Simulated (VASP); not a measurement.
Here is a VASP 6.6.1 calculation.

Contents of INCAR:

```
PREC     = Accurate       # precision mode
ENCUT    = 520            # plane-wave cutoff, eV
EDIFF    = 1E-7           # SCF threshold, eV
ISMEAR   = -1             # smearing method
SIGMA    = 0.1            # smearing width, eV
LREAL    = False          # projectors in reciprocal space
LASPH    = True           # aspherical terms in the spheres
NELM     = 100            # most SCF steps
ALGO     = Normal         # electronic algorithm
ISIF     = 2              # what is computed and relaxed
LWAVE    = False          # write WAVECAR
LCHARG   = True           # write CHGCAR
GGA      = B5             # functional
ALDAX    = 1.0          
AGGAX    = 1.0          
AGGAC    = 1.0          
ALDAC    = 0.0          
LELF     = True           # ELF
LVHAR    = True         
NBANDS   = 17             # bands
```

The input KPOINTS:

```
regular mesh
0
Gamma
  14 14 8
```

The input POSCAR:

```
Pd
1.0
    2.7148246095      0.0000000000      0.0000000000
   -1.3574123047      2.3511070786      0.0000000000
    0.0000000000      0.0000000000      4.5376131213
Pd
2
Direct
    0.3333333333      0.6666666667      0.2500000000
    0.6666666667      0.3333333333      0.7500000000
```

Potentials or basis: VASP PAW PBE potentials, release 64 (Pd).

Run with:

```console
$ cat potpaw_PBE.64/Pd/POTCAR > POTCAR
$ mpirun -np 1 vasp_std > vasp.out
```

(1) Estimate the pressure.

(2) Predict the band gap on the k mesh.

Answers

(1) 24.4 GPa.

(2) zero (bands 10 and 11 overlap by 0.97 eV).

Caveat: the cell stands under pressure; the PAW data sets were made with another functional, which shifts forces and pressure a little.
